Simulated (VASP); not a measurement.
**SnTe: single point with PBEsol**

SnTe:

```xyz
2
Lattice="3.7681 0.0000 0.0000 0.0000 3.7681 0.0000 0.0000 0.0000 3.7681" Properties=species:S:1:pos:R:3 pbc="T T T"
Sn    0.0000    0.0000    0.0000
Te    1.8840    1.8840    1.8840
```

This cell differs from its parent crystal: strained.

| Item | Value |
| --- | --- |
| Program | VASP 6.6.1 |
| Task | single point |
| Functional | PBEsol |
| Potentials or basis | VASP PAW PBE potentials, release 64 (Sn_d, Te) |
| Cutoff | 500 eV |
| k mesh | 12 × 12 × 12 |
| Occupations | gaussian, width 0.1 eV |
| Spin | no spin polarisation |
| Dipole correction | no |
| Further INCAR settings | ALGO = Normal; EDIFF = 1e-06; NBANDS = 17 |

```
Pressure               : 1.8 GPa
Band gap on the k mesh : zero (bands 10 and 11 overlap by 2.41 eV)
```

Levels at points of the mesh, in eV from the Fermi level:
```csv
k point,band 7,band 8,band 9,band 10,band 11,band 12,band 13,band 14
"(0.00, 0.00, 0.00)",-4.98,-1.98,-1.98,-1.98,3.32,3.32,6.09,6.09
"(0.50, 0.00, 0.00)",-8.75,-0.26,-0.26,0.34,0.36,2.26,2.26,5.16
"(0.50, 0.50, 0.00)",-6.53,-5.44,-5.44,0.38,3.69,4.11,4.11,6.14
"(0.50, 0.50, 0.50)",-5.11,-3.29,-3.29,-3.29,-1.68,-1.68,-1.68,15.14
```

Run time: 85 s on 1 thread of Intel Xeon 8259CL (shared host), peak memory 0.21 GiB.

Caveat: the cell differs from its parent crystal (strained); the PAW data sets were made with another functional, which shifts forces and pressure a little; spin-orbit coupling is left out, which moves the levels of the heavy elements.
